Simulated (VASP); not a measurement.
# Be (I4_1/amd) in VASP: a series of runs

The runs below take Be through single point, with PBE.

Program: VASP 6.6.1. These are calculated values, not measurements. Logs are shortened: lines on timing, memory, paths and dates and some standing lists are left out, and cuts for length are marked.

### Step 1. The cell of the first run

Symmetry: I4_1/amd, No. 141, tetragonal system. Conventional cell: a = 3.686 Å, b = 3.686 Å, c = 1.936 Å, α = 90.00°, β = 90.00°, γ = 90.00°. Be (site symmetry -4m2) has 10 Be at 1.91 to 2.35 Å within 2.5 Å.

### Step 2. Single point, PBE (6.58 Å³/atom)

POSCAR

```
Be
1.0
   -1.8427962587      1.8427962587      0.9681934283
    1.8427962587     -1.8427962587      0.9681934283
    1.8427962587      1.8427962587     -0.9681934283
Be
2
Direct
   -0.3750000000     -0.1250000000     -0.2500000000
    0.3750000000      0.1250000000      0.2500000000
```

INCAR.step1

```
PREC     = Accurate       # precision mode
ENCUT    = 520            # plane-wave cutoff, eV
EDIFF    = 1E-6           # SCF threshold, eV
ISMEAR   = -1             # smearing method
SIGMA    = 0.08           # smearing width, eV
LREAL    = F              # projectors in reciprocal space
LASPH    = T              # aspherical terms in the spheres
NELM     = 80             # most SCF steps
ALGO     = Normal         # electronic algorithm
ISIF     = 2              # what is computed and relaxed
LWAVE    = F              # write WAVECAR
LCHARG   = T              # write CHGCAR
GGA      = PE             # functional
NBANDS   = 9              # bands
```

KPOINTS.step1

```
regular mesh
0
Gamma
  20 20 20
```

INCAR.step2

```
PREC     = Accurate       # precision mode
ENCUT    = 520            # plane-wave cutoff, eV
EDIFF    = 1E-6           # SCF threshold, eV
ISMEAR   = -5             # smearing method
SIGMA    = 0.08           # smearing width, eV
LREAL    = F              # projectors in reciprocal space
LASPH    = T              # aspherical terms in the spheres
NELM     = 80             # most SCF steps
ALGO     = Normal         # electronic algorithm
ISIF     = 2              # what is computed and relaxed
LWAVE    = F              # write WAVECAR
LCHARG   = F              # write CHGCAR
GGA      = PE             # functional
LORBIT   = 10             # projections on sites
NBANDS   = 9              # bands
NEDOS    = 1001           # points of the DOS
ICHARG   = 11             # starting density
```

KPOINTS.step2

```
regular mesh
0
Gamma
  30 30 30
```

Potentials or basis: VASP PAW PBE potentials, release 64 (Be).

Command:

```console
> cat potpaw_PBE.64/Be/POTCAR > POTCAR
> cp INCAR.step1 INCAR
> cp KPOINTS.step1 KPOINTS
> mpirun -np 1 vasp_std > vasp.out
> cp INCAR.step2 INCAR
> cp KPOINTS.step2 KPOINTS
> mpirun -np 1 vasp_std > vasp.out
```

OUTCAR:

```text
PREC = Accurate
   ENCUT = 520
   EDIFF = 1E-6
   ISMEAR = -5
   LREAL = F
   LASPH = T
   NELM = 80
   ISIF = 2
   GGA = PE
   LORBIT = 10
   ICHARG = 11

 ion  position               nearest neighbor table
   1  0.625  0.875  0.750-   2 1.91   2 1.91   2 1.91   2 1.91   2 2.35   2 2.35   2 2.35   2 2.35

   2  0.375  0.125  0.250-   1 1.91   1 1.91   1 1.91   1 1.91   1 2.35   1 2.35   1 2.35   1 2.35

  LATTYP: Found a body centered tetragonal cell.
 ALAT       =     3.6855925174
 C/A-ratio  =     0.5253936368

  Lattice vectors:

 A1 = (  -1.8427962587,   1.8427962587,   0.9681934283)
 A2 = (   1.8427962587,  -1.8427962587,   0.9681934283)
 A3 = (   1.8427962587,   1.8427962587,  -0.9681934283)

Analysis of symmetry for initial positions (statically):
=====================================================================
 Subroutine PRICEL returns:
 Original cell was already a primitive cell.

 Routine SETGRP: Setting up the symmetry group for a
 body centered tetragonal supercell.

 Subroutine GETGRP returns: Found 16 space group operations
 (whereof  4 operations were pure point group operations)
 out of a pool of 16 trial point group operations.

The static configuration has the point symmetry C_2h.
 The point group associated with its full space group is D_4h.

Analysis of symmetry for dynamics (positions and initial velocities):
=====================================================================
 Subroutine PRICEL returns:
 Original cell was already a primitive cell.

 Routine SETGRP: Setting up the symmetry group for a
 body centered tetragonal supercell.

 Subroutine GETGRP returns: Found 16 space group operations
 (whereof  4 operations were pure point group operations)
 out of a pool of 16 trial point group operations.

The dynamic configuration has the point symmetry C_2h.
 The point group associated with its full space group is D_4h.

 Subroutine INISYM returns: Found 16 space group operations
 (whereof  4 operations are pure point group operations),
 and found     1 'primitive' translations

----------------------------------------------------------------------------------------

                                     Primitive cell

  volume of cell :      13.1515

  direct lattice vectors                    reciprocal lattice vectors
[... 98 lines left out ...]
   TEBEG  =    0.0;   TEEND  =   0.0 temperature during run
   PSTRESS=    0.0 pullay stress
   NELECT =       4.0000    total number of electrons
   NUPDOWN=      -1.0000    fix difference up-down
   EMIN   =  10.00;   EMAX   =-10.00  energy-range for DOS
   EFERMI =   0.00;   METHOD = LEGACY
   ISMEAR =    -5;   SIGMA  =   0.08  broadening in eV -4-tet -1-fermi 0-gaus
   EFERMI_NEDOS =   21; number of points for ismear=-14 and -15
   IALGO  =     38    algorithm
   IMIX   =      4    mixing-type and parameters
     AMIX     =   0.40;   BMIX     =  1.00
     AMIX_MAG =   1.60;   BMIX_MAG =  1.00
  volume/ion in A,a.u.               =       6.58        44.38
  Fermi-wavevector in a.u.,A,eV,Ry     =   1.100954  2.080502 16.491623  1.212100
  Thomas-Fermi vector in A             =   2.237374
   LORBIT       =     10    0 simple, 1 ext, 2 COOP (PROOUT), +10 PAW based schemes
   GGA     = PE    functional components
   LHFCALC =     F    Hartree Fock is set to
   AEXX    =    0.0000 exact exchange contribution
   IVDW    =     0    specifies the selected vdW correction
   LEPSILON=     F    determine dielectric tensor
   LRPA    =     F    only Hartree local field effects (RPA)
 non-spin polarized calculation
 Fermi weights with tetrahedron method with Bloechl corrections
  energy-cutoff  :      520.00
  volume of cell :       13.15
 maximum number of plane-waves:       368
 NGX is ok and might be reduce to    24

 number of electron       4.0000000 magnetization

 Free energy of the ion-electron system (eV)
  ---------------------------------------------------
  ext. energy  EPLUGINS =         0.00000000
  ---------------------------------------------------
  free energy    TOTEN  =        -5.35677420 eV

  energy without entropy =       -5.35677420  energy(sigma->0) =       -5.35677420

 E-fermi :   9.0685     XC(G=0): -11.2265

 val. band max:        9.1086709938   @ k =  -0.4667  -0.4667   0.3333
 cond. band min:       8.9474930999   @ k =  -0.1000   0.4667   0.1000
 fundamental gap:     -0.1611778939
 Fermi energy:         9.0685317544

 k-point     1 :       0.0000    0.0000    0.0000
  band No.  band energies     occupation
      1      -3.6970      2.00000
      2       9.9143      0.00000
      3       9.9143      0.00000
      4      16.6640      0.00000
      5      21.3038      0.00000
      6      28.0082      0.00000
      7      28.0082      0.00000
      8      30.8843      0.00000
      9      31.0769      0.00000
[... 265 lines left out ...]
 k-point    24 :       0.2667    0.0333    0.0000
  band No.  band energies     occupation
      1      -0.6921      2.00000
      2      10.3939     -0.01114
      3      11.7470      0.00000
      4      15.3299      0.00000
      5      19.9195      0.00000
      6      21.8296      0.00000
      7      23.9119      0.00000
      8      25.1648      0.00000
      9      30.1603      0.00000

 [... further k-points ...]

------------------------ aborting loop because EDIFF is reached ----------------------------------------

  FORCE on cell =-STRESS in cart. coord.  units (eV):
  Direction    XX          YY          ZZ          XY          YZ          ZX
  --------------------------------------------------------------------------------------
  -------------------------------------------------------------------------------------
  Total        4.3573030      4.3573030      4.4304043      0.0000000     -0.0000000     -0.0000000
  in kB      530.8252580    530.8252580    539.7307686      0.0000000     -0.0000000     -0.0000000
  external PRESSURE =     533.7937616 kB  Pullay stress =       0.0000000 kB

 VOLUME and BASIS-vectors are now :
 -----------------------------------------------------------------------------
  energy-cutoff  :      520.00
  volume of cell :       13.15
      direct lattice vectors                 reciprocal lattice vectors
    -1.842796259  1.842796259  0.968193428     0.000000000  0.271326794  0.516425732
     1.842796259 -1.842796259  0.968193428     0.271326794  0.000000000  0.516425732
     1.842796259  1.842796259 -0.968193428     0.271326794  0.271326794  0.000000000

 POSITION                                       TOTAL-FORCE (eV/Angst)
 -----------------------------------------------------------------------------------
      1.84280      0.92140      0.72615        -0.000000     -0.000000     -0.000000
      0.00000      0.92140      0.24205         0.000000      0.000000      0.000000
 -----------------------------------------------------------------------------------
    total drift:                                0.000000      0.000000     -0.000000

  FREE ENERGIE OF THE ION-ELECTRON SYSTEM (eV)
  ---------------------------------------------------
  free  energy   TOTEN  =        -5.3567741953 eV

  energy  without entropy=       -5.3567741953  energy(sigma->0) =       -5.35677420

 total charge

# of ion       s       p       d       tot
------------------------------------------
    1        0.506   0.915   0.000   1.421
    2        0.506   0.915   0.000   1.421
--------------------------------------------------
tot          1.012   1.830   0.000   2.842
```

It took 1.7 min on 1 thread of AMD EPYC 9R45 (Zen 5), shared host; peak memory 0.38 GiB.

What came out:

- Valence electrons inside the program's atomic spheres: Be 1.42

Levels at points of the mesh, in eV from the Fermi level:
| k point | band 1 | band 2 | band 3 | band 4 | band 5 | band 6 | band 7 |
| --- | --- | --- | --- | --- | --- | --- | --- |
| (0.00, 0.00, 0.00) | -12.77 | 0.85 | 0.85 | 7.60 | 12.24 | 18.94 | 18.94 |
| (0.50, 0.00, 0.00) | -5.51 | -1.39 | 3.17 | 3.68 | 7.66 | 8.84 | 16.66 |
| (0.50, 0.50, 0.00) | -8.87 | -8.87 | 6.13 | 6.13 | 13.55 | 13.55 | 20.47 |
| (0.50, 0.50, 0.50) | -7.13 | -7.13 | -0.97 | -0.97 | 18.58 | 18.58 | 24.48 |

### Step 3. Single point, PBE

This run uses another cell than the first one, of 9.39 Å³/atom.

POSCAR

```
Be
1.0
   -2.1090971511      2.1090971511      1.0559067450
    2.1090971511     -2.1090971511      1.0559067450
    2.1090971511      2.1090971511     -1.0559067450
Be
2
Direct
   -0.3750000000     -0.1250000000     -0.2500000000
    0.3750000000      0.1250000000      0.2500000000
```

INCAR.step1

```
SYSTEM = Be
PREC     = Accurate       ! precision mode
ENCUT    = 520            ! plane-wave cutoff, eV
EDIFF    = 1E-7           ! SCF threshold, eV
ISMEAR   = -1             ! smearing method
SIGMA    = 0.08           ! smearing width, eV
LREAL    = .False.        ! projectors in reciprocal space
LASPH    = .True.         ! aspherical terms in the spheres
NELM     = 80             ! most SCF steps
ALGO     = Normal         ! electronic algorithm
ISIF     = 2              ! what is computed and relaxed
LWAVE    = .False.        ! write WAVECAR
LCHARG   = .True.         ! write CHGCAR
GGA      = PE             ! functional
NBANDS   = 9              ! bands
```

KPOINTS.step1

```
Automatic mesh
0
Gamma
  20 20 20
  0 0 0
```

INCAR.step2

```
SYSTEM = Be
PREC     = Accurate       ! precision mode
ENCUT    = 520            ! plane-wave cutoff, eV
EDIFF    = 1E-7           ! SCF threshold, eV
ISMEAR   = -5             ! smearing method
SIGMA    = 0.08           ! smearing width, eV
LREAL    = .False.        ! projectors in reciprocal space
LASPH    = .True.         ! aspherical terms in the spheres
NELM     = 80             ! most SCF steps
ALGO     = Normal         ! electronic algorithm
ISIF     = 2              ! what is computed and relaxed
LWAVE    = .False.        ! write WAVECAR
LCHARG   = .False.        ! write CHGCAR
GGA      = PE             ! functional
LORBIT   = 11             ! projections on sites
NBANDS   = 9              ! bands
NEDOS    = 1001           ! points of the DOS
ICHARG   = 11             ! starting density
```

KPOINTS.step2

```
Automatic mesh
0
Gamma
  30 30 30
  0 0 0
```

Potentials or basis: VASP PAW PBE potentials, release 64 (Be).

Command:

```console
> cat potpaw_PBE.64/Be/POTCAR > POTCAR
> cp INCAR.step1 INCAR
> cp KPOINTS.step1 KPOINTS
> mpirun -np 1 vasp_std > vasp.out
> cp INCAR.step2 INCAR
> cp KPOINTS.step2 KPOINTS
> mpirun -np 1 vasp_std > vasp.out
```

It took 1.8 min on 1 thread of AMD EPYC 9R45 (Zen 5), shared host; peak memory 0.45 GiB.

It converged, with:

| Quantity | Value |
| --- | --- |
| Valence electrons inside the program's atomic spheres | Be 1.05 |

Levels at points of the mesh, in eV from the Fermi level:
| k point | band 1 | band 2 | band 3 | band 4 | band 5 | band 6 | band 7 |
| --- | --- | --- | --- | --- | --- | --- | --- |
| (0.00, 0.00, 0.00) | -10.26 | 0.74 | 0.74 | 6.77 | 7.87 | 14.17 | 14.17 |
| (0.50, 0.00, 0.00) | -3.51 | -0.72 | 2.97 | 3.33 | 6.92 | 7.16 | 12.83 |
| (0.50, 0.50, 0.00) | -6.99 | -6.99 | 4.75 | 4.75 | 9.84 | 9.84 | 17.44 |
| (0.50, 0.50, 0.50) | -5.01 | -5.01 | -1.74 | -1.74 | 16.24 | 16.24 | 18.02 |
